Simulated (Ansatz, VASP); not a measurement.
## NbN: VASP beside Ansatz

```xyz
2
Lattice="0.0000 2.2107 2.2107 2.2107 0.0000 2.2107 2.2107 2.2107 0.0000" Properties=species:S:1:pos:R:3 pbc="T T T"
Nb    0.0000    0.0000    0.0000
N     2.2107    2.2107    2.2107
```

Alike in both runs: functional PBE; k mesh 16 × 16 × 16; occupations gaussian, width 0.1 eV; no spin polarisation.

Ansatz relaxed the structure, and its values are those at the end. VASP's run is a single point on that final structure, the one shown.

|  | VASP | Ansatz |
| --- | --- | --- |
| version | VASP 6.6.1 | Ansatz 0.2.0 |
| potentials or method | VASP PAW PBE potentials, release 64 (Nb_sv, N), cutoff 600 eV | scalar-relativistic, plane waves, PAW |
| valence electrons in the cell | 18 | 18 |

```csv
,VASP,Ansatz,Ansatz less VASP
gap on the k mesh at the Fermi level (eV),none,none,-
pressure (GPa),-0.7,0.0,+0.66
```

A gap of «none» marks a metal or a gap that the smearing closes.
